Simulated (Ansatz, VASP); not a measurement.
## One calculation of PbO, two programs

INCAR

```
SYSTEM = PbO
PREC = Accurate ; ENCUT = 520
EDIFF = 1E-7 ; ISMEAR = 0
SIGMA = 0.01 ; LREAL = .False.
LASPH = .True. ; NELM = 80
ALGO = Normal ; ISIF = 2
LWAVE = .False. ; LCHARG = .True.
GGA = PS ; LELF = .True.
LVHAR = .True. ; NBANDS = 17
```

Contents of KPOINTS:

```
Automatic mesh
0
Gamma
  6 6 6
  0 0 0
```

File POSCAR:

```
PbO
1.0
    3.1793716482      0.0000000000      0.0000000000
    0.0000000000      3.1793716482      0.0000000000
    0.0000000000      0.0000000000      3.1793716482
Pb O
1 1
Direct
    0.0000000000      0.0000000000      0.0000000000
    0.5000000000      0.5000000000      0.5000000000
```

Input for Ansatz:

```yaml
crystal:
  lattice:
    - [3.1793716482, 0.0, 0.0]
    - [0.0, 3.1793716482, 0.0]
    - [0.0, 0.0, 3.1793716482]
  atoms:
    - { symbol: Pb, position: [0.0, 0.0, 0.0] }
    - { symbol: O, position: [0.5, 0.5, 0.5] }
kpoints:
  mp_grid: { grid: [6, 6, 6] }
hamiltonian:
  xc: pbesol
scf:
  occupations: { method: fixed }
  n_extra_bands: 4
output:
  forces: true
  stress: true
  eigenvalues: true
```

Alike in both runs: task single point; functional PBEsol; k mesh 6 × 6 × 6; no spin polarisation.

```csv
,VASP,Ansatz
version,VASP 6.6.1,Ansatz 0.2.0
potentials or method,"VASP PAW PBE potentials, release 64 (Pb_d, O)","plane waves, PAW"
plane-wave cutoff (eV),520,420
occupations,"gaussian, width 0.01 eV",fixed
valence electrons in the cell,20,20
```

|  | VASP | Ansatz | Ansatz less VASP |
| --- | --- | --- | --- |
| gap on the k mesh at the Fermi level (eV) | 0.65 | 0.65 | +0.002 |
| pressure (GPa) | -2.1 | -2.1 | +0.05 |

VASP's potentials were made for PBE, not for PBEsol.

Neither program's run includes spin-orbit coupling.
